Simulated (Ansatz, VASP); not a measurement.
# Two plane-wave programs on P

File POSCAR:

```
P
1.0
    3.2837277200      0.0000000000      0.0000000000
    0.0000000000     34.8570309900      0.0000000000
    0.0000000000      0.0000000000      4.6320847100
P
4
Direct
    0.0000000000      0.9745647225      0.5921507200
    0.0000000000      0.0340418625      0.4078492800
    0.5000000000      0.0254352775      0.0921507200
    0.5000000000      0.9659581375      0.9078492800
```

File INCAR.step1:

```
SYSTEM = P
ALGO = Normal ; EDIFF = 1E-4
ENCUT = 520 ; GGA = PE
ISMEAR = 0 ; LASPH = .True.
LCHARG = .False. ; LREAL = .False.
LWAVE = .True. ; NBANDS = 18
NELM = 60 ; PREC = Accurate
SIGMA = 0.05
```

Contents of INCAR.step2:

```
SYSTEM = P
ALGO = Normal ; EDIFF = 1E-7
ENCUT = 520 ; ISIF = 2
ISMEAR = 0 ; ISTART = 1
LASPH = .True. ; LCHARG = .True.
LELF = .True. ; LMIXTAU = .True.
LREAL = .False. ; LVHAR = .True.
LWAVE = .False. ; METAGGA = R2SCAN
NBANDS = 18 ; NELM = 60
PREC = Accurate ; SIGMA = 0.05
```

The input KPOINTS:

```
k-points
0
Gamma
  8 1 6
  0 0 0
```

Input for Ansatz:

```yaml
crystal:
  lattice:
    - [3.28372772, 0.0, 0.0]
    - [0.0, 34.85703099, 0.0]
    - [0.0, 0.0, 4.63208471]
  atoms:
    - { symbol: P, position: [0.0, 0.9745647225, 0.59215072] }
    - { symbol: P, position: [0.0, 0.0340418625, 0.40784928] }
    - { symbol: P, position: [0.5, 0.0254352775, 0.09215072] }
    - { symbol: P, position: [0.5, 0.9659581375, 0.90784928] }
basis:
  ecutwfc: 500
kpoints:
  mp_grid: { grid: [8, 1, 6] }
hamiltonian:
  xc: r2scan
scf:
  occupations: { method: gaussian, width: 0.05 }
output:
  forces: true
  stress: true
  eigenvalues: true
  write_density: true
  write_potential: true
  elf: true
  volumetric_format: npy
```

Change from the starting cell: mode 4 (150.0 1/cm) frozen in, largest displacement -0.150 Å.

Alike in both runs: task single point; functional r2SCAN; k mesh 8 × 1 × 6; occupations gaussian, width 0.05 eV; no spin polarisation.

|  | VASP | Ansatz |
| --- | --- | --- |
| version | VASP 6.6.1 | Ansatz 0.2.0 |
| potentials or method | VASP PAW PBE potentials, release 64 (P), cutoff 520 eV | scalar-relativistic, plane waves, PAW |
| valence electrons in the cell | 20 | 20 |

|  | VASP | Ansatz | Ansatz less VASP |
| --- | --- | --- | --- |
| gap on the k mesh at the Fermi level (eV) | 1.53 | 1.49 | -0.034 |
| least direct gap on the mesh (eV) | 1.53 | 1.49 | -0.034 |
| rms of the force components (eV/Å) | 0.327 | 0.304 | -0.0232 |

VASP's potentials were made for PBE, not for r2SCAN. Atom by atom the forces differ by 0.056 eV/Å (rms over components). Ansatz's warnings: xc potential rough in thin density.
